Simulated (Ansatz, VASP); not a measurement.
Ti: VASP beside Ansatz

Contents of INCAR:

```
PREC = Accurate
ENCUT = 520
EDIFF = 1E-7
ISMEAR = -1
SIGMA = 0.03
LREAL = False
LASPH = True
NELM = 150
ALGO = Normal
ISIF = 2
LWAVE = False
LCHARG = False
LNONCOLLINEAR = True
MAGMOM = 0 0 0
LORBIT = 11
LSORBIT = True
GGA_COMPAT = False
LORBMOM = True
LMAXMIX = 4
GGA = PE
NBANDS = 23
```

KPOINTS

```
Automatic mesh
0
Gamma
  14 14 14
```

The input POSCAR:

```
Ti
1.0
    0.0000000000      2.0545745385      2.0545745385
    2.0545745385      0.0000000000      2.0545745385
    2.0545745385      2.0545745385      0.0000000000
Ti
1
Direct
    0.0000000000      0.0000000000      0.0000000000
```

Input for Ansatz:

```yaml
crystal:
  lattice:
    - [0.0, 2.0545745385, 2.0545745385]
    - [2.0545745385, 0.0, 2.0545745385]
    - [2.0545745385, 2.0545745385, 0.0]
  atoms:
    - { symbol: Ti, position: [0.0, 0.0, 0.0] }
kpoints:
  mp_grid: { grid: [14, 14, 14] }
  band_path:
    path:
      - [0.0, 0.0, 0.0]
      - [0.5, 0.0, 0.5]
      - [0.625, 0.25, 0.625]
      - [0.375, 0.375, 0.75]
      - [0.0, 0.0, 0.0]
      - [0.5, 0.5, 0.5]
      - [0.5, 0.25, 0.75]
      - [0.5, 0.0, 0.5]
    npoints: 5
scf:
  occupations: { method: fermi_dirac, width: 0.03 }
hamiltonian:
  xc: pbe
  pseudopotentials: { kind: all_electron, lapw: { basis_error: 0.0005 } }
output:
  forces: true
  stress: true
  eigenvalues: true
magnetization:
  noncollinear: true
  spin_orbit: true
```

Alike in both runs: task single point; functional PBE; k mesh 14 × 14 × 14; occupations fermi-dirac, width 0.03 eV; non-collinear spin, spin-orbit coupling.

|  | VASP | Ansatz |
| --- | --- | --- |
| version | VASP 6.6.1 | Ansatz 0.2.0 |
| potentials or method | VASP PAW PBE potentials, release 64 (Ti_sv), cutoff 520 eV | all-electron LAPW |

|  | VASP | Ansatz | Ansatz less VASP |
| --- | --- | --- | --- |
| pressure (GPa) | 0.0 | 0.2 | +0.27 |
| net moment per atom (μB) | 0.00 | 0.00 | 0.000 |

Ansatz ran all-electron here, and VASP with PAW potentials.
